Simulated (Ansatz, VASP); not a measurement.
# One calculation of TiAl3, two programs

```
Ti Al
1.0
     4.03325    0.00000    0.00000
     0.00000    4.03325    0.00000
     0.00000    0.00000    4.03325
Ti Al
1 3
Cartesian
  0.0000 0.0000 0.0000
  0.0000 2.0166 2.0166
  2.0166 0.0000 2.0166
  2.0166 2.0166 0.0000
```

Alike in both runs: task single point; functional LDA; k mesh 7 × 7 × 7; occupations fermi-dirac, width 0.05 eV; no spin polarisation.

|  | VASP | Ansatz |
| --- | --- | --- |
| version | VASP 6.6.1 | Ansatz 0.2.0 |
| potentials or method | VASP PAW LDA potentials, release 64 (Ti_sv, Al) | Ansatz PAW |
| plane-wave cutoff (eV) | 520 | 420 |
| valence electrons in the cell | 21 | 21 |

```tsv
	VASP	Ansatz	Ansatz less VASP
gap on the k mesh at the Fermi level (eV)	none	none	-
pressure (GPa)	-8.8	-8.9	-0.11
```

LDA's correlation is that of Perdew and Zunger in VASP and of Perdew and Wang (1992) in Ansatz. A gap of «none» marks a metal or a gap that the smearing closes.
